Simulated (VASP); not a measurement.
# HfSi2 (Cmcm) in VASP: notebook, part 2 of 2

VASP 6.6.1.

**3. Relaxation of cell and atoms, PBEsol**

File INCAR:

```
SYSTEM = HfSi2
PREC = Accurate
ENCUT = 500
EDIFF = 1E-7
ISMEAR = 0
SIGMA = 0.1
LREAL = .FALSE.
LASPH = .TRUE.
NELM = 120
ALGO = Normal
ISIF = 3
LWAVE = .FALSE.
LCHARG = .FALSE.
GGA = PS
IBRION = 2
NSW = 100
EDIFFG = -0.005
GGA_COMPAT = .FALSE.
NELMIN = 4
```

File KPOINTS:

```
regular mesh
0
G
  10 10 10
  0 0 0
```

File POSCAR:

```
HfSi2
1.0
    1.8331220569     -7.1534680056      0.0000000000
    1.8331220569      7.1534680056      0.0000000000
    0.0000000000      0.0000000000      3.6305121834
Hf Si
2 4
Direct
    0.6041706991      0.3958293009      0.2500000000
    0.3958293009      0.6041706991      0.7500000000
    0.9444114890      0.0555885110      0.2500000000
    0.0555885110      0.9444114890      0.7500000000
    0.2500516116      0.7499483884      0.2500000000
    0.7499483884      0.2500516116      0.7500000000
```

Potentials or basis: VASP PAW PBE potentials, release 64 (Hf_pv, Si).

Launch:

```bash
> cat potpaw_PBE.64/Hf_pv/POTCAR potpaw_PBE.64/Si/POTCAR > POTCAR
> mpirun -np 1 vasp_std > vasp.out
```

OUTCAR:

```text
SYSTEM = HfSi2
   PREC = Accurate
   ENCUT = 500
   EDIFF = 1E-7
   ISMEAR = 0
   LREAL = .FALSE.
   LASPH = .TRUE.
   NELM = 120
   ISIF = 3
   GGA = PS
   IBRION = 2
   NSW = 100
   EDIFFG = -0.005
   NELMIN = 4

 ion  position               nearest neighbor table
   1  0.604  0.396  0.250-   4 2.67   4 2.67   4 2.67   4 2.67   6 2.76   6 2.76   5 2.78   5 2.78
                             3 2.93   3 2.93   2 3.49   2 3.49
   2  0.396  0.604  0.750-   3 2.67   3 2.67   3 2.67   3 2.67   5 2.76   5 2.76   6 2.78   6 2.78
                             4 2.93   4 2.93   1 3.49   1 3.49
   3  0.944  0.056  0.250-   4 2.41   4 2.41   2 2.67   2 2.67   2 2.67   2 2.67   1 2.93   1 2.93

   4  0.056  0.944  0.750-   3 2.41   3 2.41   1 2.67   1 2.67   1 2.67   1 2.67   2 2.93   2 2.93

   5  0.250  0.750  0.250-   6 2.58   6 2.58   6 2.58   6 2.58   2 2.76   2 2.76   1 2.78   1 2.78

   6  0.750  0.250  0.750-   5 2.58   5 2.58   5 2.58   5 2.58   1 2.76   1 2.76   2 2.78   2 2.78

  LATTYP: Found a base centered orthorhombic cell.
 ALAT       =     3.6662441138
 B/A-ratio  =     3.9023413518
 C/A-ratio  =     0.9902538049

  Lattice vectors:

 A1 = (   1.8331220569,  -7.1534680056,   0.0000000000)
 A2 = (   1.8331220569,   7.1534680056,   0.0000000000)
 A3 = (   0.0000000000,   0.0000000000,   3.6305121834)

Analysis of symmetry for initial positions (statically):
=====================================================================
 Subroutine PRICEL returns:
 Original cell was already a primitive cell.

 Routine SETGRP: Setting up the symmetry group for a
 base centered orthorhombic supercell.

 Subroutine GETGRP returns: Found  8 space group operations
 (whereof  4 operations were pure point group operations)
 out of a pool of  8 trial point group operations.

The static configuration has the point symmetry C_2h.
 The point group associated with its full space group is D_2h.

Analysis of symmetry for dynamics (positions and initial velocities):
=====================================================================
 Subroutine PRICEL returns:
 Original cell was already a primitive cell.

 Routine SETGRP: Setting up the symmetry group for a
 base centered orthorhombic supercell.

 Subroutine GETGRP returns: Found  8 space group operations
 (whereof  4 operations were pure point group operations)
 out of a pool of  8 trial point group operations.

The dynamic configuration has the point symmetry C_2h.
 The point group associated with its full space group is D_2h.

 Subroutine INISYM returns: Found  8 space group operations
 (whereof  4 operations are pure point group operations),
 and found     1 'primitive' translations

----------------------------------------------------------------------------------------

                                     Primitive cell

  volume of cell :      95.2151

  direct lattice vectors                    reciprocal lattice vectors
     1.833122057 -7.153468006  0.000000000     0.272758706 -0.069896168  0.000000000
     1.833122057  7.153468006  0.000000000     0.272758706  0.069896168  0.000000000
     0.000000000  0.000000000  3.630512183     0.000000000  0.000000000  0.275443229

  length of vectors
     7.384608384  7.384608384  3.630512183     0.281571991  0.281571991  0.275443229

[... 71 lines left out ...]
   number of dos      NEDOS =    301   number of ions     NIONS =      6
   total plane-waves  NPLWV =  81648
   dimension x,y,z NGX =    54 NGY =   54 NGZ =   28
   dimension x,y,z NGXF=   108 NGYF=  108 NGZF=   56
   ions per type =               2   4
   NGX,Y,Z   is equivalent  to a cutoff of  12.16, 12.16, 12.82 a.u.
   NGXF,Y,Z  is equivalent  to a cutoff of  24.31, 24.31, 25.64 a.u.
 SYSTEM =  HfSi2
   PREC   = accura    normal or accurate (medium, high low for compatibility)
   ISTART =      0    job   : 0-new  1-cont  2-samecut
   ICHARG =      2    charge: 1-file 2-atom 10-const
   ISPIN  =      1    spin polarized calculation?
   LNONCOLLINEAR =      F non collinear calculations
   LSORBIT =      F    spin-orbit coupling
   LASPH  =      T    aspherical Exc in radial PAW
   ENCUT  =  500.0 eV  36.75 Ry    6.06 a.u.  13.46 13.46  6.62*2*pi/ulx,y,z
   NELM   =    120;   NELMIN=  4; NELMDL= -5     # of ELM steps
   EDIFF  = 0.1E-06   stopping-criterion for ELM
   LREAL  =      F    real-space projection
   EDIFFG = -.5E-02   stopping-criterion for IOM
   NSW    =    100    number of steps for IOM
   IBRION =      2    ionic relax: 0-MD 1-quasi-New 2-CG
   NFREE  =      1    steps in history (QN), initial steepest desc. (CG)
   ISIF   =      3    stress and relaxation
   ISYM   =      2    0-nonsym 1-usesym 2-fastsym
   POTIM  = 0.5000    time-step for ionic-motion
   TEBEG  =    0.0;   TEEND  =   0.0 temperature during run
   PSTRESS=    0.0 pullay stress
   NELECT =      36.0000    total number of electrons
   NUPDOWN=      -1.0000    fix difference up-down
   EMIN   =  10.00;   EMAX   =-10.00  energy-range for DOS
   EFERMI =   0.00;   METHOD = LEGACY
   ISMEAR =     0;   SIGMA  =   0.10  broadening in eV -4-tet -1-fermi 0-gaus
   EFERMI_NEDOS =   21; number of points for ismear=-14 and -15
   IALGO  =     38    algorithm
   IMIX   =      4    mixing-type and parameters
     AMIX     =   0.40;   BMIX     =  1.00
     AMIX_MAG =   1.60;   BMIX_MAG =  1.00
  volume/ion in A,a.u.               =      15.87       107.09
  Fermi-wavevector in a.u.,A,eV,Ry     =   1.183787  2.237034 19.066558  1.401352
  Thomas-Fermi vector in A             =   2.320015
   LORBIT       =      0    0 simple, 1 ext, 2 COOP (PROOUT), +10 PAW based schemes
   GGA     = PS    functional components
   LHFCALC =     F    Hartree Fock is set to
   AEXX    =    0.0000 exact exchange contribution
   IVDW    =     0    specifies the selected vdW correction
   LEPSILON=     F    determine dielectric tensor
   LRPA    =     F    only Hartree local field effects (RPA)
 conjugate gradient relaxation of ions
 non-spin polarized calculation
 Gauss-broadening in eV      SIGMA  =   0.10
  energy-cutoff  :      500.00
  volume of cell :       95.22
 maximum number of plane-waves:      2442
 NGX is ok and might be reduce to    54
   NGX = 27   NGY = 27   NGZ = 13

--------------------------------------- Ionic step        1  -------------------------------------------

 number of electron      36.0000002 magnetization

 Free energy of the ion-electron system (eV)
  ---------------------------------------------------
  ext. energy  EPLUGINS =         0.00000000
  ---------------------------------------------------
  free energy    TOTEN  =       -47.98175643 eV

  energy without entropy =      -47.97506955  energy(sigma->0) =      -47.97841299

------------------------ aborting loop because EDIFF is reached ----------------------------------------

  FORCE on cell =-STRESS in cart. coord.  units (eV):
  Direction    XX          YY          ZZ          XY          YZ          ZX
  --------------------------------------------------------------------------------------
  -------------------------------------------------------------------------------------
  Total       -0.2768828      0.1655767      0.2882533      0.0000000      0.0000000      0.0000000
  in kB       -4.6590845      2.7861456      4.8504161      0.0000000      0.0000000      0.0000000
  external PRESSURE =       0.9924924 kB  Pullay stress =       0.0000000 kB
[... 187 lines left out ...]
--------------------------------------- Ionic step        6  -------------------------------------------

 number of electron      36.0000001 magnetization

 Free energy of the ion-electron system (eV)
  ---------------------------------------------------
  ext. energy  EPLUGINS =         0.00000000
  ---------------------------------------------------
  free energy    TOTEN  =       -47.98386057 eV

  energy without entropy =      -47.97727421  energy(sigma->0) =      -47.98056739

 E-fermi :   8.5321     XC(G=0): -11.5805

 val. band max:        8.5297975448   @ k =   0.5000   0.1000   0.0000
 cond. band min:       8.5342235459   @ k =   0.5000   0.2000   0.1000
 fundamental gap:      0.0044260010
 Fermi energy:         8.5321060254

 k-point     1 :       0.0000    0.0000    0.0000
  band No.  band energies     occupation
      1     -22.1525      2.00000
      2     -22.0556      2.00000
      3     -22.0361      2.00000
      4     -22.0143      2.00000
      5     -22.0099      2.00000
      6     -21.9777      2.00000
[... 589 lines left out ...]
     21       9.4948      0.00000
     22      10.4651      0.00000

 [... further k-points ...]

------------------------ aborting loop because EDIFF is reached ----------------------------------------

  FORCE on cell =-STRESS in cart. coord.  units (eV):
  Direction    XX          YY          ZZ          XY          YZ          ZX
  --------------------------------------------------------------------------------------
  -------------------------------------------------------------------------------------
  Total       -0.0008230      0.0004095      0.0100136      0.0000000      0.0000000      0.0000000
  in kB       -0.0138257      0.0068789      0.1682288      0.0000000      0.0000000      0.0000000
  external PRESSURE =       0.0537607 kB  Pullay stress =       0.0000000 kB
[... 21 lines left out ...]
  FREE ENERGIE OF THE ION-ELECTRON SYSTEM (eV)
  ---------------------------------------------------
  free  energy   TOTEN  =       -47.9838605729 eV

  energy  without entropy=      -47.9772742070  energy(sigma->0) =      -47.98056739

 reached required accuracy - stopping structural energy minimisation
```

Wall time 16 min (1 thread of Intel Xeon 6975P-C (Granite Rapids), shared host); peak memory 0.52 GiB.

Results:

- Free energy: -47.9839 eV
- Relaxed volume: 15.89 Å³/atom
- Relaxed cell: a = 7.407 Å, b = 7.407 Å, c = 3.637 Å, α = 90.00°, β = 90.00°, γ = 151.45°
- Space group after relaxing (to 0.05 Å): Cmcm (No. 63)
- Energy gained by relaxing: 0.4 meV/atom
- Ionic steps: 6
- Pressure after relaxing: 0.0 GPa
- Largest force after relaxing: 0.004 eV/Å
- Band gap on the k mesh: zero (band 18 reaches 9.04 eV, above the bottom of band 19 at 8.06 eV)

Forces in eV/Å, atoms in the order of the input:
```
Hf   0.000  0.003  0.000
Hf   0.000 -0.003  0.000
Si   0.000 -0.003  0.000
Si   0.000  0.003  0.000
Si   0.000 -0.004  0.000
Si   0.000  0.004  0.000
```

Step by step:
```tsv
step	energy change (eV)	largest force (eV/Å)	pressure (GPa)	volume (Å³)
1	0.0000	0.0751	0.10	95.22
2	-0.0015	0.0418	-0.08	95.35
3	-0.0017	0.0441	-0.15	95.40
4	-0.0019	0.0212	0.19	95.22
5	-0.0020	0.0236	0.15	95.24
6	-0.0021	0.0036	0.01	95.37
```

Final structure:
```xyz
6
Lattice="1.8264 -7.1787 0.0000 1.8264 7.1787 0.0000 0.0000 0.0000 3.6369" Properties=species:S:1:pos:R:3 pbc="T T T"
Hf    1.8264   -1.5031    0.9092
Hf    1.8264    1.5031    2.7277
Si    1.8264   -6.3880    0.9092
Si    1.8264    6.3880    2.7277
Si    1.8264    3.5929    0.9092
Si    1.8264   -3.5929    2.7277
```

Levels at points of the mesh, in eV from the Fermi level:
```csv
k point,band 16,band 17,band 18,band 19,band 20,band 21
"(0.00, 0.00, 0.00)",-2.56,-2.54,0.02,1.15,1.28,1.72
"(0.50, 0.00, 0.00)",-1.69,-0.89,-0.54,-0.47,0.88,0.91
"(0.50, 0.50, 0.00)",-2.11,-1.61,0.45,1.16,1.34,1.48
"(0.00, 0.00, 0.50)",-2.03,-0.07,-0.07,0.21,0.21,1.69
"(0.50, 0.00, 0.50)",-3.48,-2.49,-2.49,2.01,2.01,2.79
"(0.50, 0.50, 0.50)",-2.38,-0.99,-0.99,0.08,0.08,2.48
```

Caveat: the PAW data sets were made with another functional, which shifts forces and pressure a little; spin-orbit coupling is left out, which moves the levels of the heavy elements.
